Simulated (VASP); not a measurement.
Input of a VASP 6.6.1 run:

INCAR

```
PREC = Accurate
ENCUT = 520
EDIFF = 1E-8
ISMEAR = 0
SIGMA = 0.01
LREAL = F
LASPH = T
NELM = 60
ALGO = Normal
ISIF = 2
LWAVE = F
LCHARG = T
GGA = PS
NBANDS = 15
IBRION = 8
NSW = 1
```

The input KPOINTS:

```
Automatic mesh
0
Gamma
  6 6 6
```

POSCAR

```
KCl
1.0
    0.0000000000      3.1419493874      3.1419493874
    3.1419493874      0.0000000000      3.1419493874
    3.1419493874      3.1419493874      0.0000000000
K Cl
1 1
Direct
    0.0000000000      0.0000000000      0.0000000000
    0.5000000000      0.5000000000      0.5000000000
```

Potentials or basis: VASP PAW PBE potentials, release 64 (K_sv, Cl).

The run is started by

```bash
$ cat potpaw_PBE.64/K_sv/POTCAR potpaw_PBE.64/Cl/POTCAR > POTCAR
$ mpirun -np 1 vasp_std > vasp.out
```

(1) Predict the highest phonon frequency at Γ, LO-TO splitting left out.

## Answers

(1) 133 cm⁻¹.
